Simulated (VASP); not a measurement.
Write the native input for VASP 6.6.1 that does the following.

- Task: single point
- Functional: PBE
- Potentials or basis: VASP PAW PBE potentials, release 64 (Si, C)
- Cutoff: 520 eV
- k mesh: 9 × 9 × 2
- Occupations: gaussian, width 0.01 eV
- Spin: no spin polarisation
- Dipole correction: no
- Further INCAR settings: ALGO = Normal; EDIFF = 1e-06; NBANDS = 26

The structure of SiC lies in POSCAR:

```
SiC
1.0
    3.0309289759      0.0000000000      0.0000000000
   -1.5154644879      2.6248614902      0.0000000000
    0.0000000000      0.0000000000      9.9228200355
Si C
4 4
Direct
    0.6666666667      0.3333333333      0.9378481361
    0.3333333333      0.6666666667      0.4378481361
    0.0000000000      0.0000000000      0.6878946538
    0.0000000000      0.0000000000      0.1878946538
    0.6666666667      0.3333333333      0.7498045638
    0.3333333333      0.6666666667      0.2498045638
    0.0000000000      0.0000000000      0.5004516463
    0.0000000000      0.0000000000      0.0004516463
```

One way to write it, as run:

INCAR

```
PREC     = Accurate       # precision mode
ENCUT    = 520            # plane-wave cutoff, eV
EDIFF    = 1E-6           # SCF threshold, eV
ISMEAR   = 0              # smearing method
SIGMA    = 0.01           # smearing width, eV
LREAL    = F              # projectors in reciprocal space
LASPH    = T              # aspherical terms in the spheres
NELM     = 100            # most SCF steps
ALGO     = Normal         # electronic algorithm
ISIF     = 2              # what is computed and relaxed
LWAVE    = F              # write WAVECAR
LCHARG   = F              # write CHGCAR
GGA      = PE             # functional
NBANDS   = 26             # bands
```

KPOINTS

```
Automatic mesh
0
Gamma
  9 9 2
```

Potentials or basis: VASP PAW PBE potentials, release 64 (Si, C).

Run with:

```sh
$ cat potpaw_PBE.64/Si/POTCAR potpaw_PBE.64/C/POTCAR > POTCAR
$ mpirun -np 1 vasp_std > vasp.out
```

It gave:

```json
{"Pressure": "14.8 GPa", "Largest force": "0.019 eV/Å", "Band gap on the k mesh": "2.35 eV (least direct gap 3.45 eV)"}
```

Caveat: the cell stands under pressure.

It took 40 s on 1 thread of Intel(R) Xeon(R) Platinum 8259CL CPU @ 2.50GHz (Skylake/Cascade Lake), on a shared host, peak memory 0.2 GiB.
